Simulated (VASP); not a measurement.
Set up this calculation in VASP 6.6.1, as the native input.

- Task: single point
- Functional: PBE
- Potentials or basis: VASP PAW PBE potentials, release 64 (Ga_d, N)
- Cutoff: 600 eV
- k mesh: 10 × 10 × 3
- Occupations: fermi-dirac, width 0.05 eV
- Spin: no spin polarisation
- Dipole correction: no
- Further INCAR settings: ALGO = Normal; EDIFF = 1e-06; NBANDS = 46

The structure of GaN lies in POSCAR:

```
GaN
1.0
    3.2745251067      0.0000000000      0.0000000000
   -1.6372625534      2.8358219278      0.0000000000
    0.0000000000      0.0000000000     10.5599668638
Ga N
4 4
Direct
    0.0000000000      0.0000000000      0.7858680000
    0.6666666667      0.3333333333      0.0373490000
    0.3333333333      0.6666666667      0.5373490000
    0.0000000000      0.0000000000      0.2858680000
    0.0000000000      0.0000000000      0.0930380000
    0.6666666667      0.3333333333      0.3437450000
    0.0000000000      0.0000000000      0.5930380000
    0.3333333333      0.6666666667      0.8437450000
```

One way to write it, as run:

INCAR

```
SYSTEM = GaN
PREC     = Accurate       ! precision mode
ENCUT    = 600            ! plane-wave cutoff, eV
EDIFF    = 1E-6           ! SCF threshold, eV
ISMEAR   = -1             ! smearing method
SIGMA    = 0.05           ! smearing width, eV
LREAL    = .FALSE.        ! projectors in reciprocal space
LASPH    = .TRUE.         ! aspherical terms in the spheres
NELM     = 120            ! most SCF steps
ALGO     = Normal         ! electronic algorithm
ISIF     = 2              ! what is computed and relaxed
LWAVE    = .FALSE.        ! write WAVECAR
LCHARG   = .TRUE.         ! write CHGCAR
GGA      = PE             ! functional
LELF     = .TRUE.         ! ELF
LVHAR    = .TRUE.       
NBANDS   = 46             ! bands
GGA_COMPAT= .FALSE.
```

KPOINTS

```
regular mesh
0
G
  10 10 3
  0 0 0
```

Potentials or basis: VASP PAW PBE potentials, release 64 (Ga_d, N).

Run with:

```sh
$ cat potpaw_PBE.64/Ga_d/POTCAR potpaw_PBE.64/N/POTCAR > POTCAR
$ mpirun -np 1 vasp_std > vasp.out
```

It gave:

```yaml
Pressure: -8.8 GPa
Largest_force: 0.252 eV/Å
Band_gap_on_the_k_mesh: 0.41 eV
```

Caveat: the stress differs along the axes, from -12 to -2 GPa; semilocal functionals underestimate gaps, and a narrow one can read as zero.

Wall time 110 s on 1 thread of AMD EPYC 9R45 96-Core Processor (Zen 5), with other jobs on the host, peak memory 0.28 GiB.
